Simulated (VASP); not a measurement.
Set up this calculation in VASP 6.6.1, as the native input.

- Task: single point
- Functional: r2SCAN0
- Potentials or basis: VASP PAW PBE potentials, release 64 (Co)
- Cutoff: 520 eV
- k mesh: 7 × 7 × 7
- Occupations: fermi-dirac, width 0.1 eV
- Spin: collinear spin, ferromagnetic start
- Starting moments: [2.085] μB
- Dipole correction: no
- Grid for exact exchange (PRECFOCK): Normal
- Further INCAR settings: ALGO = Normal; EDIFF = 1e-06; NBANDS = 14
- Share of exact exchange: 0.25

The system is Co.

```xyz
1
Lattice="2.3270 0.0000 0.0000 0.0000 2.3270 0.0000 0.0000 0.0000 2.3270" Properties=species:S:1:pos:R:3 pbc="T T T"
Co    0.0000    0.0000    0.0000
```

This isn't the form of Co at room conditions, which is hcp.

One way to write it, as run:

POSCAR

```
Co
1.0
    2.3269918538      0.0000000000      0.0000000000
    0.0000000000      2.3269918538      0.0000000000
    0.0000000000      0.0000000000      2.3269918538
Co
1
Direct
    0.0000000000      0.0000000000      0.0000000000
```

INCAR.step1

```
ALGO = Normal ; EDIFF = 1E-5
ENCUT = 520 ; GGA = PE
ISIF = 2 ; ISMEAR = -1
ISPIN = 2 ; LASPH = True
LCHARG = False ; LMAXMIX = 4
LORBIT = 11 ; LREAL = False
LWAVE = True ; MAGMOM = 2.085
NBANDS = 14 ; NELM = 150
PREC = Accurate ; SIGMA = 0.1
```

INCAR.step2

```
AEXX = 0.25 ; ALGO = Normal
EDIFF = 1E-6 ; ENCUT = 520
ISIF = 2 ; ISMEAR = -1
ISPIN = 2 ; ISTART = 1
LASPH = True ; LCHARG = False
LHFCALC = True ; LMAXMIX = 4
LMIXTAU = True ; LORBIT = 11
LREAL = False ; LWAVE = False
MAGMOM = 2.085 ; METAGGA = R2SCAN
NBANDS = 14 ; NELM = 150
PREC = Accurate ; PRECFOCK = Normal
SIGMA = 0.1
```

KPOINTS

```
k-points
0
Gamma
  7 7 7
```

Potentials or basis: VASP PAW PBE potentials, release 64 (Co).

Command:

```bash
$ cat potpaw_PBE.64/Co/POTCAR > POTCAR
$ cp INCAR.step1 INCAR
$ mpirun -np 1 vasp_std > vasp.out
$ cp INCAR.step2 INCAR
$ mpirun -np 1 vasp_std > vasp.out
```

Results of the run:

```yaml
Pressure: 14.0 GPa
Net_moment: 2.25 μB per cell
Site_moments: Co +2.29 μB
Valence_electrons_inside_the_program's_atomic_spheres: Co 8.19
```

Caveat: the k points lie up to 0.39 Å⁻¹ apart; the PAW data sets were made with another functional, which shifts forces and pressure a little.

It took 39 min on 1 thread of Intel(R) Xeon(R) Platinum 8259CL CPU @ 2.50GHz (Skylake/Cascade Lake), with other jobs on the host, peak memory 0.14 GiB.
